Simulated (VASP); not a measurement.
Set up this calculation in VASP 6.6.1, as the native input.

| Item | Value |
| --- | --- |
| Task | single point |
| Functional | PBE |
| Potentials or basis | VASP PAW PBE potentials, release 64 (Hg) |
| Cutoff | 520 eV |
| k mesh | 10 × 10 × 10 |
| Occupations | gaussian, width 0.01 eV |
| Spin | no spin polarisation |
| Dipole correction | no |
| Further INCAR settings | ALGO = Normal; EDIFF = 1e-06; NBANDS = 12 |

The structure of Hg lies in POSCAR:

```
Hg
1.0
    2.0783995336      1.1999645302      1.9747385792
   -2.0783995336      1.1999645302      1.9747385792
    0.0000000000     -2.3999290604      1.9747385791
Hg
1
Direct
    0.0000000000      1.0000000000      0.0000000000
```

The input as run:

INCAR

```
SYSTEM = Hg
PREC = Accurate
ENCUT = 520
EDIFF = 1E-6
ISMEAR = 0
SIGMA = 0.01
LREAL = .False.
LASPH = .True.
NELM = 100
ALGO = Normal
ISIF = 2
LWAVE = .False.
LCHARG = .True.
GGA = PE
LELF = .True.
LVHAR = .True.
NBANDS = 12
```

KPOINTS

```
Automatic mesh
0
Gamma
  10 10 10
  0 0 0
```

Potentials or basis: VASP PAW PBE potentials, release 64 (Hg).

Run with:

```sh
$ cat potpaw_PBE.64/Hg/POTCAR > POTCAR
$ mpirun -np 1 vasp_std > vasp.out
```

It gave:

```json
{
  "Pressure": "0.1 GPa",
  "Band gap on the k mesh": "zero (band 6 reaches 4.26 eV, above the bottom of band 7 at 0.01 eV)"
}
```

Caveat: spin-orbit coupling is left out, which moves the levels of the heavy elements.

Wall time 29 s on 1 thread of Intel Xeon 8259CL, with other jobs on the host, peak memory 0.17 GiB.
